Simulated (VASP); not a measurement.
A run of VASP 6.6.1 is set up as follows.

The input INCAR:

```
SYSTEM = Al
  PREC = Accurate
  ENCUT = 520
  EDIFF = 1E-6
  ISMEAR = 0
  SIGMA = 0.1
  LREAL = .FALSE.
  LASPH = .TRUE.
  NELM = 80
  ALGO = Normal
  ISIF = 2
  LWAVE = .FALSE.
  LCHARG = .TRUE.
  GGA = PE
  IVDW = 12
  LELF = .TRUE.
  LVHAR = .TRUE.
  NBANDS = 10
```

KPOINTS

```
regular mesh
0
G
  24 24 12
  0 0 0
```

POSCAR

```
Al
1.0
    2.8599001185      0.0000000000      0.0000000000
   -1.4299500592      2.4767461549      0.0000000000
    0.0000000000      0.0000000000      4.5974555479
Al
2
Direct
    0.6666666667      0.3333333333      0.7500000000
    0.3333333333      0.6666666667      0.2500000000
```

Potentials or basis: VASP PAW PBE potentials, release 64 (Al).

Command:

```sh
$ cat potpaw_PBE.64/Al/POTCAR > POTCAR
$ mpirun -np 1 vasp_std > vasp.out
```

Question: Predict the dispersion energy per atom.

Answer: -0.341 eV.

Question: What does it give for the pressure?

Answer: -1.8 GPa.

Stress tensor (GPa, compression positive):
```
-2.70  0.00  0.00
 0.00 -2.70  0.00
 0.00  0.00 -0.03
```

Caveat: the cell differs from its parent crystal (biaxial strain in the a-b plane: +2.0 %, then relaxed in part); pairwise dispersion overbinds metals, which lowers pressure and volume.
